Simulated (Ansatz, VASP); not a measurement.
# FeCo3: VASP beside Ansatz

```
CELL_PARAMETERS angstrom
3.53570 0.00000 0.00000
0.00000 3.53570 0.00000
0.00000 0.00000 3.53570
ATOMIC_POSITIONS crystal
Fe 0.00000 0.00000 0.00000
Co 0.50000 0.50000 0.00000
Co 0.50000 0.00000 0.50000
Co 0.00000 0.50000 0.50000
```

Alike in both runs: task single point; functional PBEsol; k mesh 6 × 6 × 6; occupations gaussian, width 0.4 eV; collinear spin.

```csv
,VASP,Ansatz
version,VASP 6.6.1,Ansatz 0.2.0
potentials or method,"VASP PAW PBE potentials, release 64 (Fe, Co), cutoff 520 eV","scalar-relativistic, plane waves, PAW"
valence electrons in the cell,35,67
```

```tsv
	VASP	Ansatz	Ansatz less VASP
gap on the k mesh at the Fermi level (eV)	none	none	-
pressure (GPa)	-9.0	-8.6	+0.41
net moment per atom (μB)	1.79	1.79	+0.001
size of the moment on the site where the two differ most (μB)	1.55	1.60	+0.055
```

VASP's potentials were made for PBE, not for PBEsol. Site moments also hang on the region over which each program counts them. A gap of «none» marks a metal or a gap that the smearing closes. VASP's potentials hold 35 valence electrons a cell and Ansatz's 67, so a difference there can come from the potentials and not from the codes.
